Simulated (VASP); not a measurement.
Wanted: the native input for a VASP 6.6.1 run.

* Task: single point
* Functional: r2SCAN
* Dispersion: rVV10
* Potentials or basis: VASP PAW PBE potentials, release 64 (Cs_sv, Li_sv, Cr_pv, Te, S)
* Cutoff: 520 eV
* k mesh: 6 × 6 × 1
* Occupations: fermi-dirac, width 0.05 eV
* Spin: collinear spin, ferromagnetic start
* Starting moments: [0.0, 0.0, 3.0, 3.0, 0.0, 0.0, 0.0, 0.0, 0.0] μB
* Dipole correction: no
* Further INCAR settings: ALGO = Normal; EDIFF = 1e-06; NBANDS = 47

Crystal: CsLiCr2Te2S3.

```
CELL_PARAMETERS angstrom
3.57804 0.00000 0.00000
-1.78902 3.09867 0.00000
0.00000 0.00000 18.34441
ATOMIC_POSITIONS crystal
Cs 0.00000 0.00000 0.38353
Li 0.66667 0.33333 0.01210
Cr 0.00000 0.00000 0.85585
Cr 0.33333 0.66667 0.17098
Te 0.33333 0.66667 0.55505
Te 0.66667 0.33333 0.75823
S 0.00000 0.00000 0.09993
S 0.33333 0.66667 0.92389
S 0.66667 0.33333 0.24043
```

One way to write it, as run:

POSCAR

```
CsLiCr2Te2S3
1.0
    3.5780401601      0.0000000000      0.0000000000
   -1.7890200800      3.0986736744      0.0000000000
    0.0000000000      0.0000000000     18.3444090966
Cs Li Cr Te S
1 1 2 2 3
Direct
    0.0000000000      0.0000000000      0.3835343369
    0.6666666667      0.3333333333      0.0121037003
    0.0000000000      0.0000000000      0.8558499335
    0.3333333333      0.6666666667      0.1709827626
    0.3333333333      0.6666666667      0.5550544043
    0.6666666667      0.3333333333      0.7582282265
    0.0000000000      0.0000000000      0.0999304872
    0.3333333333      0.6666666667      0.9238937173
    0.6666666667      0.3333333333      0.2404324315
```

INCAR.step1

```
SYSTEM = CsLiCr2Te2S3
PREC = Accurate ; ENCUT = 520
ISMEAR = -1 ; SIGMA = 0.05
LREAL = .FALSE. ; LASPH = .TRUE.
NELM = 150 ; ISPIN = 2
MAGMOM = 0 0 3 3 0 0 0 0 0 ; LMAXMIX = 4
NBANDS = 47 ; GGA = PE
ALGO = Normal ; EDIFF = 1E-4
LWAVE = .TRUE. ; LCHARG = .FALSE.
```

INCAR.step2

```
SYSTEM = CsLiCr2Te2S3
PREC = Accurate ; ENCUT = 520
EDIFF = 1E-6 ; ISMEAR = -1
SIGMA = 0.05 ; LREAL = .FALSE.
LASPH = .TRUE. ; NELM = 150
ALGO = Normal ; ISIF = 2
LWAVE = .FALSE. ; LCHARG = .TRUE.
ISPIN = 2 ; MAGMOM = 0 0 3 3 0 0 0 0 0
LORBIT = 11 ; LMAXMIX = 4
METAGGA = R2SCAN ; LMIXTAU = .TRUE.
LUSE_VDW = .TRUE. ; IVDW_NL = 2
BPARAM = 11.95 ; CPARAM = 0.0093
LELF = .TRUE. ; LVHAR = .TRUE.
NBANDS = 47 ; ISTART = 1
```

KPOINTS

```
Automatic mesh
0
G
  6 6 1
  0 0 0
```

Potentials or basis: VASP PAW PBE potentials, release 64 (Cs_sv, Li_sv, Cr_pv, Te, S).

Run with:

```sh
$ cat potpaw_PBE.64/Cs_sv/POTCAR potpaw_PBE.64/Li_sv/POTCAR potpaw_PBE.64/Cr_pv/POTCAR potpaw_PBE.64/Te/POTCAR potpaw_PBE.64/S/POTCAR > POTCAR
$ cp INCAR.step1 INCAR
$ mpirun -np 1 vasp_std > vasp.out
$ cp INCAR.step2 INCAR
$ mpirun -np 1 vasp_std > vasp.out
```

It gave:

```json
{"Largest force": "0.032 eV/Å", "Band gap on the k mesh": "zero (filled and empty bands overlap)", "Net moment": "5.99 μB per cell", "Site moments": "Cs -0.00; Li -0.00; Cr +3.07, +3.03; Te +0.04, -0.16; S -0.07, -0.08 (each value once) μB", "Valence electrons inside the program's atomic spheres": "Cs 6.64; Li 2.02; Cr 10.71, 10.66; Te 3.27, 3.42; S 3.78"}
```

Caveat: the PAW data sets were made with another functional, which shifts forces and pressure a little; spin-orbit coupling is left out, which moves the levels of the heavy elements; the run started ferromagnetic, and an antiferromagnetic order may lie lower in energy.

Run time: 28 min on 1 thread of Intel(R) Xeon(R) Platinum 8259CL CPU @ 2.50GHz (Skylake/Cascade Lake) (shared host), peak memory 0.92 GiB.
